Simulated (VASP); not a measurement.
## HfIn4SiO6: single point with B3LYP

The system is HfIn4SiO6.

```
Hf In Si O
1.0
     5.27743    0.00000    0.00000
    -2.63872    4.57039    0.00000
     0.00000    0.00000   10.55905
Hf In Si O
1 4 1 6
Direct
  0.66667 0.33333 0.00000
  0.00000 0.00000 0.30446
  0.00000 0.00000 0.69554
  0.33333 0.66667 0.78919
  0.33333 0.66667 0.21081
  0.00000 0.00000 0.00000
  0.97300 0.70496 0.89972
  0.29504 0.02700 0.10028
  0.29504 0.26804 0.89972
  0.73196 0.70496 0.10028
  0.73196 0.02700 0.89972
  0.97300 0.26804 0.10028
```

| Quantity | Value |
| --- | --- |
| Program | VASP 6.6.1 |
| Task | single point |
| Functional | B3LYP |
| Potentials or basis | VASP PAW PBE potentials, release 64 (Hf_pv, In_d, Si, O) |
| Cutoff | 520 eV |
| k mesh | 3 × 3 × 1 |
| Occupations | fermi-dirac, width 0.05 eV |
| Spin | no spin polarisation |
| Dipole correction | no |
| Grid for exact exchange (PRECFOCK) | Fast |
| Further INCAR settings | ALGO = Normal; EDIFF = 1e-07; NBANDS = 63 |
| Share of exact exchange | 0.2 |

```json
{"Pressure": "-0.5 GPa", "Largest force": "0.178 eV/Å", "Band gap on the k mesh": "0.91 eV (least direct gap 2.70 eV)"}
```

Forces in eV/Å, atoms in the order of the input:
```
Hf  -0.001  0.000  0.000
In   0.000  0.000  0.025
In   0.000  0.000 -0.025
In   0.000  0.000  0.110
In   0.000  0.000 -0.110
Si   0.000  0.000  0.000
O   -0.029 -0.062  0.164
O    0.040  0.056 -0.164
O    0.069  0.006  0.164
O    0.029 -0.062 -0.164
O   -0.039  0.056  0.164
O   -0.068  0.006 -0.164
```

Stress tensor (GPa, compression positive):
```
-0.53  0.00  0.00
 0.00 -0.53  0.00
 0.00  0.00 -0.30
```

Levels at points of the mesh, in eV from the valence-band top:
```csv
k point,band 47,band 48,band 49,band 50,band 51,band 52,band 53,band 54,band 55,band 56
"(0.00, 0.00, 0.00)",-3.66,-3.66,-3.01,-0.92,0.00,2.70,2.76,2.76,2.98,2.98
```

Wall time 21 min on 2 MPI ranks on Intel(R) Xeon(R) Platinum 8175M CPU @ 2.50GHz (Skylake/Cascade Lake), on a shared host, peak memory 0.47 GiB a rank.

Caveat: the k points lie up to 0.60 Å⁻¹ apart; the PAW data sets were made with another functional, which shifts forces and pressure a little; spin-orbit coupling is left out, which moves the levels of the heavy elements. A k mesh can miss the band edges.
